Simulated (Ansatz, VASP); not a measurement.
**One calculation of Sn5GeSe6, two programs**

```
Sn Ge Se
1.0
     4.26513    0.00000    0.00000
     0.00000    4.26513    0.00000
     0.00000    0.00000   18.09542
Sn Ge Se
5 1 6
Direct
  0.00000 0.00000 0.00000
  0.50000 0.50000 0.16667
  0.00000 0.00000 0.33333
  0.00000 0.00000 0.66667
  0.50000 0.50000 0.83333
  0.50000 0.50000 0.50000
  0.00000 0.00000 0.16667
  0.50000 0.50000 0.33333
  0.00000 0.00000 0.50000
  0.50000 0.50000 0.66667
  0.00000 0.00000 0.83333
  0.50000 0.50000 0.00000
```

Alike in both runs: task single point; functional PBE; k mesh 4 × 4 × 1; occupations gaussian, width 0.1 eV; no spin polarisation.

|  | VASP | Ansatz |
| --- | --- | --- |
| version | VASP 6.6.1 | Ansatz 0.2.0 |
| potentials or method | VASP PAW PBE potentials, release 64 (Sn_d, Ge_d, Se), cutoff 520 eV | scalar-relativistic, plane waves, PAW |
| valence electrons in the cell | 120 | 180 |

|  | VASP | Ansatz | Ansatz less VASP |
| --- | --- | --- | --- |
| gap on the k mesh at the Fermi level (eV) | 0.32 | 0.32 | 0.000 |
| least direct gap on the mesh (eV) | 0.32 | 0.32 | 0.000 |
| pressure (GPa) | -0.8 | -0.8 | +0.01 |
| traceless stress, the component that is largest in VASP (GPa) | -1.82 | -1.82 | -0.001 |
| rms of the force components (eV/Å) | 0.084 | 0.084 | 0.0000 |

Atom by atom the forces differ by 0.000 eV/Å (rms over components). VASP's potentials hold 120 valence electrons a cell and Ansatz's 180, so a difference there can come from the potentials and not from the codes.
